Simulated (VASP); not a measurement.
# B27SbP26 (a cell with a defect) in VASP: electric field gradients with PBE

Aim: the electric field gradients of B27SbP26 (a cell with a defect) with PBE.

All numbers are computed with VASP 6.6.1; they aren't measurements. Logs are shortened: lines on timing, memory, paths and dates and some standing lists are left out, and cuts for length are marked.

### 1 The cell of the first run

The cell holds a defect, 54 atoms: a = 9.614 Å, b = 9.614 Å, c = 9.614 Å, α = 60.00°, β = 60.00°, γ = 60.00°.

### 2 Electric field gradients, PBE

Contents of INCAR:

```
SYSTEM = B27SbP26
ALGO = Normal
EDIFF = 1E-8
ENCUT = 520
GGA = PE
ISIF = 2
ISMEAR = -1
LASPH = .True.
LCHARG = .False.
LEFG = .True.
LREAL = Auto
LUSENCCL = .False.
LWAVE = .False.
NBANDS = 141
NELM = 80
PREC = Accurate
SIGMA = 0.01
```

Contents of KPOINTS:

```
k-points
0
Gamma
  3 3 3
  0 0 0
```

Contents of POSCAR:

```
B27SbP26
1.0
    0.0000000000      6.7982171535      6.7982171535
    6.7982171535      0.0000000000      6.7982171535
    6.7982171535      6.7982171535      0.0000000000
B Sb P
27 1 26
Direct
    0.0000000000      0.0000000000      0.0000000000
    0.0000000000      0.0000000000      0.3333333333
    0.0000000000      0.0000000000      0.6666666667
    0.0000000000      0.3333333333      0.0000000000
    0.0000000000      0.3333333333      0.3333333333
    0.0000000000      0.3333333333      0.6666666667
    0.0000000000      0.6666666667      0.0000000000
    0.0000000000      0.6666666667      0.3333333333
    0.0000000000      0.6666666667      0.6666666667
    0.3333333333      0.0000000000      0.0000000000
    0.3333333333      0.0000000000      0.3333333333
    0.3333333333      0.0000000000      0.6666666667
    0.3333333333      0.3333333333      0.0000000000
    0.3333333333      0.3333333333      0.3333333333
    0.3333333333      0.3333333333      0.6666666667
    0.3333333333      0.6666666667      0.0000000000
    0.3333333333      0.6666666667      0.3333333333
    0.3333333333      0.6666666667      0.6666666667
    0.6666666667      0.0000000000      0.0000000000
    0.6666666667      0.0000000000      0.3333333333
    0.6666666667      0.0000000000      0.6666666667
    0.6666666667      0.3333333333      0.0000000000
    0.6666666667      0.3333333333      0.3333333333
    0.6666666667      0.3333333333      0.6666666667
    0.6666666667      0.6666666667      0.0000000000
    0.6666666667      0.6666666667      0.3333333333
    0.6666666667      0.6666666667      0.6666666667
    0.2500000000      0.2500000000      0.2500000000
    0.2500000000      0.2500000000      0.5833333333
    0.2500000000      0.2500000000      0.9166666667
    0.2500000000      0.5833333333      0.2500000000
    0.2500000000      0.5833333333      0.5833333333
    0.2500000000      0.5833333333      0.9166666667
    0.2500000000      0.9166666667      0.2500000000
    0.2500000000      0.9166666667      0.5833333333
    0.2500000000      0.9166666667      0.9166666667
    0.5833333333      0.2500000000      0.2500000000
    0.5833333333      0.2500000000      0.5833333333
    0.5833333333      0.2500000000      0.9166666667
    0.5833333333      0.5833333333      0.2500000000
    0.5833333333      0.5833333333      0.5833333333
    0.5833333333      0.5833333333      0.9166666667
    0.5833333333      0.9166666667      0.2500000000
    0.5833333333      0.9166666667      0.5833333333
    0.5833333333      0.9166666667      0.9166666667
    0.9166666667      0.2500000000      0.2500000000
    0.9166666667      0.2500000000      0.5833333333
    0.9166666667      0.2500000000      0.9166666667
    0.9166666667      0.5833333333      0.2500000000
    0.9166666667      0.5833333333      0.5833333333
    0.9166666667      0.5833333333      0.9166666667
    0.9166666667      0.9166666667      0.2500000000
    0.9166666667      0.9166666667      0.5833333333
    0.9166666667      0.9166666667      0.9166666667
```

Potentials or basis: VASP PAW PBE potentials, release 64 (B, Sb, P).

Launch:

```
cat potpaw_PBE.64/B/POTCAR potpaw_PBE.64/Sb/POTCAR potpaw_PBE.64/P/POTCAR > POTCAR
mpirun -np 1 vasp_std > vasp.out
```

OUTCAR:

```text
SYSTEM = B27SbP26
   EDIFF = 1E-8
   ENCUT = 520
   GGA = PE
   ISIF = 2
   ISMEAR = -1
   LASPH = .True.
   LREAL = Auto
   NELM = 80
   PREC = Accurate

 ion  position               nearest neighbor table
   1  0.000  0.000  0.000-  54 1.96  48 1.96  52 1.96  36 1.96
   2  0.000  0.000  0.333-  52 1.96  46 1.96  34 1.96  53 1.96
   3  0.000  0.000  0.667-  35 1.96  47 1.96  53 1.96  54 1.96
   4  0.000  0.333  0.000-  48 1.96  46 1.96  30 1.96  51 1.96
   5  0.000  0.333  0.333-  46 1.96  28 1.96  47 1.96  49 1.96
   6  0.000  0.333  0.667-  29 1.96  47 1.96  48 1.96  50 1.96
[... 19 lines left out ...]
  26  0.667  0.667  0.333-  41 1.96  43 1.96  49 1.96  40 1.96
  27  0.667  0.667  0.667-  42 1.96  44 1.96  50 1.96  41 1.96
  28  0.250  0.250  0.250-  14 1.96  11 1.96  13 1.96   5 1.96  29 3.20  30 3.20  31 3.20  33 3.20
                            34 3.20  35 3.20  37 3.20  39 3.20  43 3.20  46 3.20  47 3.20  49 3.20
  29  0.250  0.250  0.583-   6 1.96  12 1.96  14 1.96  15 1.96  28 3.20
  30  0.250  0.250  0.917-  13 1.96  10 1.96   4 1.96  15 1.96  28 3.20
  31  0.250  0.583  0.250-   8 1.96  14 1.96  16 1.96  17 1.96  28 3.20
  32  0.250  0.583  0.583-   9 1.96  15 1.96  17 1.96  18 1.96
  33  0.250  0.583  0.917-   7 1.96  13 1.96  16 1.96  18 1.96  28 3.20
  34  0.250  0.917  0.250-  11 1.96  10 1.96   2 1.96  17 1.96  28 3.20
  35  0.250  0.917  0.583-   3 1.96  11 1.96  12 1.96  18 1.96  28 3.20
  36  0.250  0.917  0.917-  10 1.96   1 1.96  12 1.96  16 1.96
  37  0.583  0.250  0.250-  14 1.96  20 1.96  22 1.96  23 1.96  28 3.20
  38  0.583  0.250  0.583-  15 1.96  21 1.96  23 1.96  24 1.96
  39  0.583  0.250  0.917-  13 1.96  19 1.96  22 1.96  24 1.96  28 3.20
  40  0.583  0.583  0.250-  17 1.96  23 1.96  25 1.96  26 1.96
  41  0.583  0.583  0.583-  18 1.96  24 1.96  26 1.96  27 1.96
  42  0.583  0.583  0.917-  16 1.96  22 1.96  27 1.96  25 1.96
  43  0.583  0.917  0.250-  11 1.96  19 1.96  20 1.96  26 1.96  28 3.20
  44  0.583  0.917  0.583-  12 1.96  20 1.96  27 1.96  21 1.96
  45  0.583  0.917  0.917-  10 1.96  19 1.96  21 1.96  25 1.96
  46  0.917  0.250  0.250-   5 1.96   4 1.96   2 1.96  23 1.96  28 3.20
  47  0.917  0.250  0.583-   3 1.96   5 1.96   6 1.96  24 1.96  28 3.20
  48  0.917  0.250  0.917-   4 1.96   1 1.96   6 1.96  22 1.96
  49  0.917  0.583  0.250-   5 1.96   7 1.96   8 1.96  26 1.96  28 3.20
  50  0.917  0.583  0.583-   6 1.96   8 1.96  27 1.96   9 1.96
  51  0.917  0.583  0.917-   4 1.96   7 1.96   9 1.96  25 1.96
  52  0.917  0.917  0.250-   2 1.96   1 1.96   8 1.96  20 1.96
  53  0.917  0.917  0.583-   2 1.96   3 1.96   9 1.96  21 1.96
  54  0.917  0.917  0.917-   1 1.96   3 1.96   7 1.96  19 1.96

  LATTYP: Found a face centered cubic cell.
 ALAT       =    13.5964343070

  Lattice vectors:
[... 766 lines left out ...]
  -------------------------------------------------------------------------------------
  Total       22.4250069     22.4250069     22.4250069      0.0000000     -0.0000000      0.0000000
  in kB       57.1778831     57.1778831     57.1778831      0.0000000     -0.0000000      0.0000000
  external PRESSURE =      57.1778831 kB  Pullay stress =       0.0000000 kB

 VOLUME and BASIS-vectors are now :
 -----------------------------------------------------------------------------
  energy-cutoff  :      520.00
  volume of cell :      628.37
      direct lattice vectors                 reciprocal lattice vectors
     0.000000000  6.798217154  6.798217154    -0.073548695  0.073548695  0.073548695
     6.798217154  0.000000000  6.798217154     0.073548695 -0.073548695  0.073548695
     6.798217154  6.798217154  0.000000000     0.073548695  0.073548695 -0.073548695

 POSITION                                       TOTAL-FORCE (eV/Angst)
 -----------------------------------------------------------------------------------
      0.00000      0.00000      0.00000        -0.000000      0.000000      0.000000
      2.26607      2.26607      0.00000         0.008335      0.008335      0.023726
      4.53214      4.53214      0.00000        -0.008335     -0.008335      0.023726
      2.26607      0.00000      2.26607         0.008335      0.023726      0.008335
      4.53214      2.26607      2.26607         3.107059     -3.107059     -3.107059
      6.79822      4.53214      2.26607        -0.023726     -0.008335      0.008335
[... 46 lines left out ...]
     10.19733     10.19733     12.46340        -0.000000      0.000000     -0.016225
     12.46340     12.46340     12.46340         0.011528      0.011528      0.011528
 -----------------------------------------------------------------------------------
    total drift:                               -0.000002     -0.000002     -0.000003

  FREE ENERGIE OF THE ION-ELECTRON SYSTEM (eV)
  ---------------------------------------------------
  free  energy   TOTEN  =      -343.0864250151 eV

  energy  without entropy=     -343.0864250151  energy(sigma->0) =     -343.08642502

 Electric field gradients (V/A^2)
---------------------------------------------------------------------
 ion       V_xx      V_yy      V_zz      V_xy      V_xz      V_yz
---------------------------------------------------------------------
   1      -0.000    -0.000    -0.000     0.000     0.000     0.000
   2      -0.019    -0.019     0.038     0.037     0.056     0.056
   3      -0.019    -0.019     0.038     0.037    -0.056    -0.056
   4      -0.019     0.038    -0.019     0.056     0.037     0.056
   5       0.000    -0.000    -0.000     2.746     2.746    -2.746
   6       0.038    -0.019    -0.019     0.056    -0.056    -0.037
[... 46 lines left out ...]
  53      -0.017    -0.017     0.034     0.363    -0.000    -0.000
  54       0.000     0.000     0.000    -0.227    -0.227    -0.227
---------------------------------------------------------------------

 Electric field gradients after diagonalization (V/A^2)
 (convention: |V_zz| > |V_xx| > |V_yy|)
----------------------------------------------------------------------
 ion       V_xx      V_yy      V_zz     asymmetry (V_yy - V_xx)/ V_zz
----------------------------------------------------------------------
   1      -0.000    -0.000     0.000       0.000
   2      -0.056    -0.052     0.108       0.036
   3      -0.056    -0.052     0.108       0.037
   4      -0.056    -0.052     0.108       0.036
   5       2.746     2.746    -5.493       0.000
   6      -0.056    -0.052     0.108       0.036
[... 46 lines left out ...]
  53       0.346     0.034    -0.380       0.819
  54       0.227     0.227    -0.453       0.000
----------------------------------------------------------------------

           NMR quadrupolar parameters

 Cq : quadrupolar parameter    Cq=e*Q*V_zz/h
 eta: asymmetry parameters     (V_yy - V_xx)/ V_zz
 Q  : nuclear electric quadrupole moment in mb (millibarn)
----------------------------------------------------------------------
 ion       Cq(MHz)       eta       Q (mb)
----------------------------------------------------------------------
   1       0.000       0.000       1.000
   2       0.000       0.036       1.000
   3       0.000       0.037       1.000
   4       0.000       0.036       1.000
   5      -0.013       0.000       1.000
   6       0.000       0.036       1.000
[... 46 lines left out ...]
  53      -0.001       0.819       1.000
  54      -0.001       0.000       1.000
----------------------------------------------------------------------
```

It took 1.8 min on 1 × NVIDIA H100 80GB with 1 thread of AMD EPYC 7R13 (Zen 3), shared host; peak memory 1.8 GiB.

Results:

```yaml
Free_energy: -343.0864 eV
Pressure: 5.7 GPa
Largest_force: 5.382 eV/Å
Band_gap_on_the_k_mesh: 1.18 eV
Largest_electric_field_gradient_by_atom: B -0.0, +0.1, -5.5, -0.1, +0.3 (each value once); Sb +0.0; P -1.8, +0.3, -0.5, -0.4 (each value once) V/Å²
```

Forces in eV/Å, atoms in the order of the input:
```
B    0.000  0.000  0.000
B    0.008  0.008  0.024
B   -0.008 -0.008  0.024
B    0.008  0.024  0.008
B    3.107 -3.107 -3.107
B   -0.024 -0.008  0.008
B   -0.008  0.024 -0.008
B   -0.024  0.008 -0.008
B   -0.005  0.005  0.005
B    0.024  0.008  0.008
B   -3.107  3.107 -3.107
B   -0.008 -0.024  0.008
B   -3.107 -3.107  3.107
B    3.107  3.107  3.107
B    0.000  0.000 -0.093
B   -0.008  0.008 -0.024
B    0.000 -0.093  0.000
B    0.093  0.000  0.000
B    0.024 -0.008 -0.008
B    0.008 -0.024 -0.008
B    0.005 -0.005  0.005
B    0.008 -0.008 -0.024
B   -0.093  0.000  0.000
B    0.000  0.093  0.000
B    0.005  0.005 -0.005
B    0.000  0.000  0.093
B   -0.005 -0.005 -0.005
Sb   0.000  0.000  0.000
P    0.117  0.117  0.238
P   -0.117 -0.117  0.238
P    0.117  0.238  0.117
P   -0.004  0.004  0.004
P   -0.238 -0.117  0.117
P   -0.117  0.238 -0.117
P   -0.238  0.117 -0.117
P    0.012 -0.012 -0.012
P    0.238  0.117  0.117
P    0.004 -0.004  0.004
P   -0.117 -0.238  0.117
P    0.004  0.004 -0.004
P   -0.004 -0.004 -0.004
P    0.000  0.000  0.016
P   -0.117  0.117 -0.238
P    0.000  0.016  0.000
P   -0.016  0.000  0.000
P    0.238 -0.117 -0.117
P    0.117 -0.238 -0.117
P   -0.012  0.012 -0.012
P    0.117 -0.117 -0.238
P    0.016  0.000  0.000
P    0.000 -0.016  0.000
P   -0.012 -0.012  0.012
P    0.000  0.000 -0.016
P    0.012  0.012  0.012
```

Electric field gradients, principal values (V/Å²):
```
 atom   least  middle  greatest (by size)
  1 B   0.000   0.000               0.000
  2 B  -0.052  -0.056               0.108
  3 B  -0.052  -0.056               0.108
  4 B  -0.052  -0.056               0.108
  5 B   2.746   2.746              -5.493
  6 B  -0.052  -0.056               0.108
  7 B  -0.052  -0.056               0.108
  8 B  -0.052  -0.056               0.108
  9 B   0.069   0.069              -0.138
 10 B  -0.052  -0.056               0.108
 11 B   2.746   2.746              -5.493
 12 B  -0.052  -0.056               0.108
 13 B   2.746   2.746              -5.493
 14 B   2.746   2.746              -5.493
 15 B  -0.055  -0.222               0.277
 16 B  -0.052  -0.056               0.108
 17 B  -0.055  -0.222               0.277
 18 B  -0.055  -0.222               0.277
 19 B  -0.052  -0.056               0.108
 20 B  -0.052  -0.056               0.108
 21 B   0.069   0.069              -0.138
 22 B  -0.052  -0.056               0.108
 23 B  -0.055  -0.222               0.277
 24 B  -0.055  -0.222               0.277
 25 B   0.069   0.069              -0.138
 26 B  -0.055  -0.222               0.277
 27 B   0.069   0.069              -0.138
28 Sb   0.000   0.000               0.001
 29 P   0.468   1.375              -1.844
 30 P   0.468   1.375              -1.843
 31 P   0.468   1.375              -1.844
 32 P  -0.150  -0.150               0.300
 33 P   0.468   1.375              -1.843
 34 P   0.468   1.375              -1.843
 35 P   0.468   1.375              -1.843
 36 P   0.226   0.227              -0.453
 37 P   0.468   1.375              -1.844
 38 P  -0.150  -0.150               0.300
 39 P   0.468   1.375              -1.843
 40 P  -0.150  -0.150               0.300
 41 P  -0.150  -0.150               0.300
 42 P   0.034   0.346              -0.380
 43 P   0.468   1.375              -1.843
 44 P   0.034   0.346              -0.380
 45 P   0.034   0.346              -0.380
 46 P   0.468   1.375              -1.843
 47 P   0.468   1.375              -1.843
 48 P   0.226   0.227              -0.453
 49 P   0.468   1.375              -1.843
 50 P   0.034   0.346              -0.380
 51 P   0.034   0.346              -0.380
 52 P   0.226   0.227              -0.453
 53 P   0.034   0.346              -0.380
 54 P   0.227   0.227              -0.453
```

Caveat: without QUAD_EFG the Cq values of the log hold for a quadrupole moment of 1 mb, not for the nuclei; spin-orbit coupling is left out, which moves the levels of the heavy elements.
